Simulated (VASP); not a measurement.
# SiO2 (Cristobalite) (P4_12_12) in VASP: single point with r2SCAN

Aim: the single point of SiO2 (Cristobalite) with r2SCAN.

All numbers are computed with VASP 6.6.1; they aren't measurements. Logs are shortened: lines on timing, memory, paths and dates and some standing lists are left out, and cuts for length are marked.

## (1) The cell of the first run

It takes space group P4_12_12 (No. 92, tetragonal). The conventional cell has a = 4.979 Å, b = 4.979 Å, c = 6.915 Å, α = 90.00°, β = 90.00°, γ = 90.00°. Within 2.1 Å of Si (site symmetry 2) lie 4 O at 1.61 Å. O (site symmetry 1) has 2 Si at 1.61 Å within 2.1 Å.

## (2) Single point, r2SCAN

File POSCAR:

```
SiO2
1.0
    4.9791712408      0.0000000000      0.0000000000
    0.0000000000      4.9791712408      0.0000000000
    0.0000000000      0.0000000000      6.9149082624
Si O
4 8
Direct
    0.3024581196      0.3024581196      0.0000000000
    0.1975418804      0.8024581196      0.2500000000
    0.6975418804      0.6975418804      0.5000000000
    0.8024581196      0.1975418804      0.7500000000
    0.2381688340      0.1092694894      0.1814537689
    0.3907305106      0.7381688340      0.4314537689
    0.7618311660      0.8907305106      0.6814537689
    0.6092694894      0.2618311660      0.9314537689
    0.7381688340      0.3907305106      0.5685462311
    0.8907305106      0.7618311660      0.3185462311
    0.2618311660      0.6092694894      0.0685462311
    0.1092694894      0.2381688340      0.8185462311
```

File INCAR.step1:

```
SYSTEM = SiO2
ALGO = Normal ; EDIFF = 1E-4
ENCUT = 520 ; GGA = PE
ISMEAR = 0 ; LASPH = .TRUE.
LCHARG = .FALSE. ; LREAL = .FALSE.
LWAVE = .TRUE. ; NBANDS = 44
NELM = 60 ; PREC = Accurate
SIGMA = 0.02
```

File INCAR.step2:

```
SYSTEM = SiO2
ALGO = Normal ; EDIFF = 1E-6
ENCUT = 520 ; ISIF = 2
ISMEAR = 0 ; ISTART = 1
LASPH = .TRUE. ; LCHARG = .FALSE.
LMIXTAU = .TRUE. ; LREAL = .FALSE.
LWAVE = .FALSE. ; METAGGA = R2SCAN
NBANDS = 44 ; NELM = 60
PREC = Accurate ; SIGMA = 0.02
```

File KPOINTS:

```
k-points
0
G
  6 6 4
  0 0 0
```

Potentials or basis: VASP PAW PBE potentials, release 64 (Si, O).

Run with:

```console
$ cat potpaw_PBE.64/Si/POTCAR potpaw_PBE.64/O/POTCAR > POTCAR
$ cp INCAR.step1 INCAR
$ mpirun -np 1 vasp_std > vasp.out
$ cp INCAR.step2 INCAR
$ mpirun -np 1 vasp_std > vasp.out
```

OUTCAR:

```text
SYSTEM = SiO2
   EDIFF = 1E-6
   ENCUT = 520
   ISIF = 2
   ISMEAR = 0
   ISTART = 1
   LASPH = .TRUE.
   LREAL = .FALSE.
   METAGGA = R2SCAN
   NELM = 60
   PREC = Accurate

 ion  position               nearest neighbor table
   1  0.302  0.302  0.000-   8 1.61  11 1.61   5 1.61  12 1.61   2 3.08   4 3.08   2 3.08   4 3.08

   2  0.198  0.802  0.250-   5 1.61  10 1.61   6 1.61  11 1.61   1 3.08   3 3.08   1 3.08   3 3.08

   3  0.698  0.698  0.500-   6 1.61   9 1.61   7 1.61  10 1.61   2 3.08   4 3.08   4 3.08   2 3.08

   4  0.802  0.198  0.750-   7 1.61  12 1.61   9 1.61   8 1.61   1 3.08   3 3.08   3 3.08   1 3.08

   5  0.238  0.109  0.181-   2 1.61   1 1.61
   6  0.391  0.738  0.431-   3 1.61   2 1.61
   7  0.762  0.891  0.681-   4 1.61   3 1.61
   8  0.609  0.262  0.931-   1 1.61   4 1.61
   9  0.738  0.391  0.569-   3 1.61   4 1.61
  10  0.891  0.762  0.319-   2 1.61   3 1.61
  11  0.262  0.609  0.069-   1 1.61   2 1.61
  12  0.109  0.238  0.819-   4 1.61   1 1.61

  LATTYP: Found a simple tetragonal cell.
 ALAT       =     4.9791712408
 C/A-ratio  =     1.3887669108

  Lattice vectors:

 A1 = (   4.9791712408,   0.0000000000,   0.0000000000)
 A2 = (   0.0000000000,   4.9791712408,   0.0000000000)
 A3 = (   0.0000000000,   0.0000000000,   6.9149082624)

Analysis of symmetry for initial positions (statically):
=====================================================================
 Subroutine PRICEL returns:
 Original cell was already a primitive cell.

 Routine SETGRP: Setting up the symmetry group for a
 simple tetragonal supercell.

 Subroutine GETGRP returns: Found  8 space group operations
 (whereof  2 operations were pure point group operations)
 out of a pool of 16 trial point group operations.

The static configuration has the point symmetry C_2 .
 The point group associated with its full space group is D_4 .

Analysis of symmetry for dynamics (positions and initial velocities):
=====================================================================
 Subroutine PRICEL returns:
 Original cell was already a primitive cell.

 Routine SETGRP: Setting up the symmetry group for a
 simple tetragonal supercell.

 Subroutine GETGRP returns: Found  8 space group operations
 (whereof  2 operations were pure point group operations)
 out of a pool of 16 trial point group operations.

The dynamic configuration has the point symmetry C_2 .
 The point group associated with its full space group is D_4 .

 Subroutine INISYM returns: Found  8 space group operations
 (whereof  2 operations are pure point group operations),
 and found     1 'primitive' translations

----------------------------------------------------------------------------------------

                                     Primitive cell

  volume of cell :     171.4354

  direct lattice vectors                    reciprocal lattice vectors
     4.979171241  0.000000000  0.000000000     0.200836636  0.000000000  0.000000000
     0.000000000  4.979171241  0.000000000     0.000000000  0.200836636  0.000000000
     0.000000000  0.000000000  6.914908262     0.000000000  0.000000000  0.144615078

  length of vectors
     4.979171241  4.979171241  6.914908262     0.200836636  0.200836636  0.144615078

  position of ions in fractional coordinates (direct lattice)
     0.302458120  0.302458120  0.000000000
     0.197541880  0.802458120  0.250000000
     0.697541880  0.697541880  0.500000000
     0.802458120  0.197541880  0.750000000
     0.238168834  0.109269489  0.181453769
     0.390730511  0.738168834  0.431453769
     0.761831166  0.890730511  0.681453769
     0.609269489  0.261831166  0.931453769
     0.738168834  0.390730511  0.568546231
     0.890730511  0.761831166  0.318546231
     0.261831166  0.609269489  0.068546231
     0.109269489  0.238168834  0.818546231

  ion indices of the primitive-cell ions
   primitive index   ion index
                 1           1
                 2           2
                 3           3
                 4           4
                 5           5
                 6           6
                 7           7
                 8           8
                 9           9
                10          10
                11          11
                12          12

----------------------------------------------------------------------------------------

 KPOINTS: k-points

Automatic generation of k-mesh.
 Grid dimensions read from file:
 generate k-points for:    6    6    4

 Generating k-lattice:

  Cartesian coordinates                     Fractional coordinates (reciprocal lattice)
     0.033472773  0.000000000  0.000000000     0.166666667  0.000000000  0.000000000
     0.000000000  0.033472773  0.000000000     0.000000000  0.166666667  0.000000000
     0.000000000  0.000000000  0.036153770     0.000000000  0.000000000  0.250000000

  Length of vectors
     0.033472773  0.033472773  0.036153770

  Shift w.r.t. Gamma in fractional coordinates (k-lattice)
     0.000000000  0.000000000  0.000000000

 Subroutine IBZKPT returns following result:
 ===========================================

 Found     30 irreducible k-points:

 Following reciprocal coordinates:
            Coordinates               Weight
  0.000000  0.000000  0.000000      1.000000
  0.166667  0.000000  0.000000      4.000000
  0.333333  0.000000  0.000000      4.000000
  0.500000  0.000000  0.000000      2.000000
  0.166667  0.166667  0.000000      4.000000
  0.333333  0.166667  0.000000      8.000000
[... 16 lines left out ...]
  0.333333  0.000000  0.500000      4.000000
  0.500000  0.000000  0.500000      2.000000
 [... further k-points ...]
   k-points           NKPTS =     30   k-points in BZ     NKDIM =     30   number of bands    NBANDS=     44
   number of dos      NEDOS =    301   number of ions     NIONS =     12
   total plane-waves  NPLWV =  86400
   dimension x,y,z NGX =    40 NGY =   40 NGZ =   54
   dimension x,y,z NGXF=    80 NGYF=   80 NGZF=  108
   ions per type =               4   8
   NGX,Y,Z   is equivalent  to a cutoff of  13.36, 13.36, 12.98 a.u.
   NGXF,Y,Z  is equivalent  to a cutoff of  26.71, 26.71, 25.97 a.u.
 SYSTEM =  SiO2
   PREC   = accura    normal or accurate (medium, high low for compatibility)
   ISTART =      1    job   : 0-new  1-cont  2-samecut
   ICHARG =      0    charge: 1-file 2-atom 10-const
   ISPIN  =      1    spin polarized calculation?
   LNONCOLLINEAR =      F non collinear calculations
   LSORBIT =      F    spin-orbit coupling
   LASPH  =      T    aspherical Exc in radial PAW
   ENCUT  =  520.0 eV  38.22 Ry    6.18 a.u.   9.26  9.26 12.86*2*pi/ulx,y,z
   NELM   =     60;   NELMIN=  2; NELMDL=  0     # of ELM steps
   EDIFF  = 0.1E-05   stopping-criterion for ELM
   LREAL  =      F    real-space projection
   EDIFFG = 0.1E-04   stopping-criterion for IOM
   NSW    =      0    number of steps for IOM
   IBRION =     -1    ionic relax: 0-MD 1-quasi-New 2-CG
   NFREE  =      0    steps in history (QN), initial steepest desc. (CG)
   ISIF   =      2    stress and relaxation
   ISYM   =      2    0-nonsym 1-usesym 2-fastsym
   POTIM  = 0.5000    time-step for ionic-motion
   TEBEG  =    0.0;   TEEND  =   0.0 temperature during run
   PSTRESS=    0.0 pullay stress
   NELECT =      64.0000    total number of electrons
   NUPDOWN=      -1.0000    fix difference up-down
   EMIN   =  10.00;   EMAX   =-10.00  energy-range for DOS
   EFERMI =   0.00;   METHOD = LEGACY
   ISMEAR =     0;   SIGMA  =   0.02  broadening in eV -4-tet -1-fermi 0-gaus
   EFERMI_NEDOS =   21; number of points for ismear=-14 and -15
   IALGO  =     38    algorithm
   IMIX   =      4    mixing-type and parameters
     AMIX     =   0.40;   BMIX     =  1.00
     AMIX_MAG =   1.60;   BMIX_MAG =  1.00
  volume/ion in A,a.u.               =      14.29        96.41
  Fermi-wavevector in a.u.,A,eV,Ry     =   1.178785  2.227581 18.905762  1.389534
  Thomas-Fermi vector in A             =   2.315108
   LORBIT       =      0    0 simple, 1 ext, 2 COOP (PROOUT), +10 PAW based schemes
   METAGGA = R2SCAN    functional components
   LHFCALC =     F    Hartree Fock is set to
   AEXX    =    0.0000 exact exchange contribution
   IVDW    =     0    specifies the selected vdW correction
   LEPSILON=     F    determine dielectric tensor
   LRPA    =     F    only Hartree local field effects (RPA)
 non-spin polarized calculation
 Gauss-broadening in eV      SIGMA  =   0.02
  energy-cutoff  :      520.00
  volume of cell :      171.44
 maximum number of plane-waves:      4646
 NGX is ok and might be reduce to    40
   NGX = 19   NGY = 19   NGZ = 25

 number of electron      63.9999965 magnetization

 Free energy of the ion-electron system (eV)
  ---------------------------------------------------
  ext. energy  EPLUGINS =         0.00000000
  ---------------------------------------------------
  free energy    TOTEN  =      -119.16423609 eV

  energy without entropy =     -119.16423609  energy(sigma->0) =     -119.16423609

 E-fermi :  -0.1734     XC(G=0):  -8.8900

 val. band max:       -0.3051235424   @ k =   0.0000   0.0000   0.0000
 cond. band min:       6.0441960802   @ k =   0.0000   0.0000   0.0000
 fundamental gap:      6.3493196226
 Fermi energy:        -0.1734481341

 k-point     1 :       0.0000    0.0000    0.0000
  band No.  band energies     occupation
      1     -20.7553      2.00000
      2     -19.8538      2.00000
      3     -19.8538      2.00000
      4     -18.7208      2.00000
      5     -18.6746      2.00000
      6     -18.6689      2.00000
[... 36 lines left out ...]
     43      12.0187      0.00000
     44      12.2756      0.00000

 k-point     2 :       0.1667    0.0000    0.0000
  band No.  band energies     occupation
      1     -20.6971      2.00000
      2     -19.9121      2.00000
      3     -19.7857      2.00000
      4     -18.7579      2.00000
      5     -18.7244      2.00000
      6     -18.6878      2.00000
[... 1026 lines left out ...]
 k-point    24 :       0.5000    0.0000    0.5000
  band No.  band energies     occupation
      1     -20.3016      2.00000
      2     -20.3016      2.00000
      3     -19.3312      2.00000
      4     -19.3312      2.00000
      5     -18.7184      2.00000
      6     -18.7184      2.00000
[... 36 lines left out ...]
     43      12.0989      0.00000
     44      12.0990      0.00000

 [... further k-points ...]
[... 5 lines left out ...]
  --------------------------------------------------------------------------------------
  -------------------------------------------------------------------------------------
  Total        0.2656488      0.2656488      0.2091999     -0.0000000     -0.0000000     -0.0000000
  in kB        2.4826637      2.4826637      1.9551114     -0.0000000     -0.0000000     -0.0000000
  external PRESSURE =       2.3068129 kB  Pullay stress =       0.0000000 kB

 VOLUME and BASIS-vectors are now :
 -----------------------------------------------------------------------------
  energy-cutoff  :      520.00
  volume of cell :      171.44
      direct lattice vectors                 reciprocal lattice vectors
     4.979171241  0.000000000  0.000000000     0.200836636  0.000000000  0.000000000
     0.000000000  4.979171241  0.000000000     0.000000000  0.200836636  0.000000000
     0.000000000  0.000000000  6.914908262     0.000000000  0.000000000  0.144615078

 POSITION                                       TOTAL-FORCE (eV/Angst)
 -----------------------------------------------------------------------------------
      1.50599      1.50599      0.00000         0.019020      0.019020      0.000000
      0.98359      3.99558      1.72873        -0.019020      0.019020      0.000000
      3.47318      3.47318      3.45745        -0.019020     -0.019020      0.000000
      3.99558      0.98359      5.18618         0.019020     -0.019020      0.000000
      1.18588      0.54407      1.25474         0.000119      0.002635     -0.002460
      1.94551      3.67547      2.98346        -0.002635      0.000119     -0.002460
      3.79329      4.43510      4.71219        -0.000119     -0.002635     -0.002460
      3.03366      1.30370      6.44092         0.002635     -0.000119     -0.002460
      3.67547      1.94551      3.93145         0.000119     -0.002635      0.002460
      4.43510      3.79329      2.20272        -0.002635     -0.000119      0.002460
      1.30370      3.03366      0.47399        -0.000119      0.002635      0.002460
      0.54407      1.18588      5.66017         0.002635      0.000119      0.002460
 -----------------------------------------------------------------------------------
    total drift:                               -0.000000      0.000000      0.000000

  FREE ENERGIE OF THE ION-ELECTRON SYSTEM (eV)
  ---------------------------------------------------
  free  energy   TOTEN  =      -119.1642360912 eV

  energy  without entropy=     -119.1642360912  energy(sigma->0) =     -119.16423609
```

Run time: 14 min. Hardware: 1 thread of Oxide Virtual Turin-like, shared host; peak memory 0.36 GiB.

What came out:

| Quantity | Value |
| --- | --- |
| Free energy | -119.1642 eV |
| Pressure | 0.2 GPa |
| Largest force | 0.027 eV/Å |
| Band gap on the k mesh | 6.35 eV, direct |

Forces in eV/Å, atoms in the order of the input:
```
Si   0.019  0.019  0.000
Si  -0.019  0.019  0.000
Si  -0.019 -0.019  0.000
Si   0.019 -0.019  0.000
O    0.000  0.003 -0.002
O   -0.003  0.000 -0.002
O    0.000 -0.003 -0.002
O    0.003  0.000 -0.002
O    0.000 -0.003  0.002
O   -0.003  0.000  0.002
O    0.000  0.003  0.002
O    0.003  0.000  0.002
```

Caveat: the PAW data sets were made with another functional, which shifts forces and pressure a little.
